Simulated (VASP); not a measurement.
Set up this calculation in VASP 6.6.1, as the native input.

```
Task                   : relaxation of cell and atoms
Functional             : r2SCAN
Potentials or basis    : VASP PAW PBE potentials, release 64 (Re)
Cutoff                 : 660 eV
k mesh                 : 10 × 10 × 10
Occupations            : methfessel-paxton, width 0.1 eV
Spin                   : no spin polarisation
Dipole correction      : no
Further INCAR settings : ALGO = Normal; EDIFF = 1e-07; IBRION = 2; EDIFFG = -0.01; NSW = 80; ISIF = 3
```

The system is Re.

```
Re
1.0
     0.00000    1.94500    1.94500
     1.94500    0.00000    1.94500
     1.94500    1.94500    0.00000
Re
1
Direct
  0.00000 0.00000 0.00000
```

This isn't the form of Re at room conditions, which is hcp.

These files were run (other wordings do the same):

POSCAR

```
Re
1.0
    0.0000000000      1.9450000000      1.9450000000
    1.9450000000      0.0000000000      1.9450000000
    1.9450000000      1.9450000000      0.0000000000
Re
1
Direct
    0.0000000000      0.0000000000      0.0000000000
```

INCAR.step1

```
SYSTEM = Re
PREC = Accurate ; ENCUT = 660
ISMEAR = 1 ; SIGMA = 0.1
LREAL = .FALSE. ; LASPH = .TRUE.
NELM = 120 ; GGA = PE
ALGO = Normal ; EDIFF = 1E-5
LWAVE = .TRUE. ; LCHARG = .FALSE.
GGA_COMPAT = .FALSE. ; IBRION = 2
ISIF = 3 ; EDIFFG = -0.005
NELMIN = 4 ; NSW = 100
```

INCAR.step2

```
SYSTEM = Re
PREC = Accurate ; ENCUT = 660
EDIFF = 1E-7 ; ISMEAR = 1
SIGMA = 0.1 ; LREAL = .FALSE.
LASPH = .TRUE. ; NELM = 120
ALGO = Normal ; ISIF = 3
LWAVE = .FALSE. ; LCHARG = .FALSE.
METAGGA = R2SCAN ; LMIXTAU = .TRUE.
IBRION = 2 ; NSW = 80
EDIFFG = -0.01 ; ISTART = 1
GGA_COMPAT = .FALSE. ; NELMIN = 4
```

KPOINTS

```
Automatic mesh
0
G
  10 10 10
  0 0 0
```

Potentials or basis: VASP PAW PBE potentials, release 64 (Re).

Command:

```sh
$ cat potpaw_PBE.64/Re/POTCAR > POTCAR
$ cp INCAR.step1 INCAR
$ mpirun -np 1 vasp_std > vasp.out
$ cp INCAR.step2 INCAR
$ mpirun -np 1 vasp_std > vasp.out
```

It gave:

```json
{"Relaxed volume": "14.74 Å³/atom", "Relaxed cell": "a = 2.752 Å, b = 2.752 Å, c = 2.752 Å, α = 60.00°, β = 60.00°, γ = 60.00°", "Space group after relaxing (to 0.1 Å)": "Fm-3m (No. 225)", "Energy gained by relaxing": "0.1 meV/atom", "Ionic steps": "3", "Pressure after relaxing": "0.0 GPa", "Band gap on the k mesh": "zero (an odd number of electrons rules out a gap without spin polarisation)"}
```

Caveat: the PAW data sets were made with another functional, which shifts forces and pressure a little; spin-orbit coupling is left out, which moves the levels of the heavy elements.

Wall time 3.9 min on 1 thread of AMD EPYC 7R43 64-Core Processor (Zen 3), with other jobs on the host, peak memory 0.12 GiB.
